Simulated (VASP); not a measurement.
A run of VASP 6.6.1:

POSCAR

```
W
1.0
    0.0000000000      2.8945291428      2.8945291428
    2.8945291428      0.0000000000      2.8945291428
    2.8945291428      2.8945291428      0.0000000000
W
2
Direct
    0.0000000000      0.0000000000      0.0000000000
    0.2500000000      0.2500000000      0.2500000000
```

File INCAR.step1:

```
ALGO = Normal
EDIFF = 1E-4
ENCUT = 600
GGA = PE
ISMEAR = 0
LASPH = T
LCHARG = F
LREAL = F
LWAVE = T
NELM = 60
PREC = Accurate
SIGMA = 0.1
```

Contents of INCAR.step2:

```
ALGO = Normal
EDIFF = 1E-7
EDIFFG = -0.01
ENCUT = 600
IBRION = 2
ISIF = 3
ISMEAR = 0
ISTART = 1
LASPH = T
LCHARG = F
LMIXTAU = T
LREAL = F
LWAVE = F
METAGGA = R2SCAN
NELM = 60
NSW = 100
PREC = Accurate
SIGMA = 0.1
```

KPOINTS

```
k-points
0
Gamma
  16 16 16
```

Potentials or basis: VASP PAW PBE potentials, release 64 (W_sv).

Run with:

```console
$ cat potpaw_PBE.64/W_sv/POTCAR > POTCAR
$ cp INCAR.step1 INCAR
$ mpirun -np 1 vasp_std > vasp.out
$ cp INCAR.step2 INCAR
$ mpirun -np 1 vasp_std > vasp.out
```

Hardware: 1 thread of Oxide Virtual Turin-like Processor, with other jobs on the host.

Q: Estimate the wall time of this run.

A: It took 35 min on 1 thread of Oxide Virtual Turin-like Processor, with other jobs on the host, peak memory 0.28 GiB. Counts: k points 145, ion steps 3.
